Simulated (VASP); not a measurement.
Li: relaxation of cell and atoms with LDA

Li:

```xyz
1
Lattice="0.0000 2.1161 2.1161 2.1161 0.0000 2.1161 2.1161 2.1161 0.0000" Properties=species:S:1:pos:R:3 pbc="T T T"
Li    0.0000    0.0000    0.0000
```

This isn't the form of Li at room conditions, which is bcc.

```
Program                : VASP 6.6.1
Task                   : relaxation of cell and atoms
Functional             : LDA
Potentials or basis    : VASP PAW LDA potentials, release 64 (Li_sv)
Cutoff                 : 600 eV
k mesh                 : 22 × 22 × 22
Occupations            : fermi-dirac, width 0.1 eV
Spin                   : no spin polarisation
Target pressure        : 10 GPa
Dipole correction      : no
Further INCAR settings : ALGO = Normal; EDIFF = 1e-06; IBRION = 2; EDIFFG = -0.002; NSW = 100; ISIF = 3
```

```
Relaxed volume                                             : 13.11 Å³/atom
Relaxed cell                                               : a = 2.647 Å, b = 2.647 Å, c = 2.647 Å, α = 60.00°, β = 60.00°, γ = 60.00°
Space group after relaxing (to 0.1 Å)                      : Fm-3m (No. 225)
Energy change on relaxing (the run minimises the enthalpy) : +133.5 meV/atom
Ionic steps                                                : 20
Pressure after relaxing                                    : 10.0 GPa
Band gap on the k mesh                                     : zero (an odd number of electrons rules out a gap without spin polarisation)
```

The path:
| step | energy change (eV) | largest force (eV/Å) | pressure (GPa) | volume (Å³) |
| --- | --- | --- | --- | --- |
| 1 | 0.0000 | 0.0000 | -0.13 | 18.95 |
| 2 | 0.0266 | 0.0000 | 3.34 | 15.85 |
| 3 | 0.0957 | 0.0000 | 7.86 | 13.79 |
| 4 | 0.1377 | 0.0000 | 10.26 | 13.05 |
| 5 | 0.1311 | 0.0000 | 9.87 | 13.15 |
| 6 | 0.1311 | 0.0000 | 9.88 | 13.15 |
| 7 | 0.1312 | 0.0000 | 9.88 | 13.15 |
| 8 | 0.1312 | 0.0000 | 9.88 | 13.15 |
| 9 | 0.1312 | 0.0000 | 9.88 | 13.15 |
| 10 | 0.1312 | 0.0000 | 9.88 | 13.15 |
| 11 | 0.1312 | 0.0000 | 9.88 | 13.15 |
| 12 | 0.1312 | 0.0000 | 9.88 | 13.15 |
| 13 | 0.1312 | 0.0000 | 9.88 | 13.15 |
| 14 | 0.1312 | 0.0000 | 9.88 | 13.15 |
| 15 | 0.1312 | 0.0000 | 9.88 | 13.15 |
| 16 | 0.1313 | 0.0000 | 9.88 | 13.15 |
| 17 | 0.1315 | 0.0000 | 9.89 | 13.15 |
| 18 | 0.1317 | 0.0000 | 9.89 | 13.14 |
| 19 | 0.1323 | 0.0000 | 9.90 | 13.13 |
| 20 | 0.1335 | 0.0000 | 10.02 | 13.11 |

Final structure:
```cif
data_structure
_symmetry_space_group_name_H-M 'P 1'
_symmetry_Int_Tables_number 1
_cell_length_a 2.6469
_cell_length_b 2.6469
_cell_length_c 2.6469
_cell_angle_alpha 60.000
_cell_angle_beta 60.000
_cell_angle_gamma 60.000
_cell_volume 13.11
loop_
_atom_site_label
_atom_site_type_symbol
_atom_site_fract_x
_atom_site_fract_y
_atom_site_fract_z
_atom_site_occupancy
Li1 Li 0.00000 0.00000 0.00000 1
```

Levels at points of the mesh, in eV from the Fermi level:
| k point | band 1 | band 2 | band 3 | band 4 | band 5 |
| --- | --- | --- | --- | --- | --- |
| (0.00, 0.00, 0.00) | -45.00 | -3.92 | 19.18 | 19.18 | 19.18 |
| (0.50, 0.00, 0.00) | -44.90 | -0.27 | 4.76 | 16.84 | 16.84 |
| (0.50, 0.50, 0.00) | -44.87 | 1.83 | 6.60 | 11.12 | 11.12 |

It took 90 s on 1 thread of AMD EPYC 9R45 96-Core Processor (Zen 5), with other jobs on the host, peak memory 0.12 GiB.

Caveat: the cutoff is under 1.25 times the usual one of these potentials, so pressure, stress and relaxed cells hold a basis-set (Pulay) error; the cell is relaxed towards a set pressure, so the run minimises the enthalpy, not the energy; the volume moved by over 15 % at a fixed basis, so the end points are rough. Zero-point motion and thermal expansion aren't in these numbers.
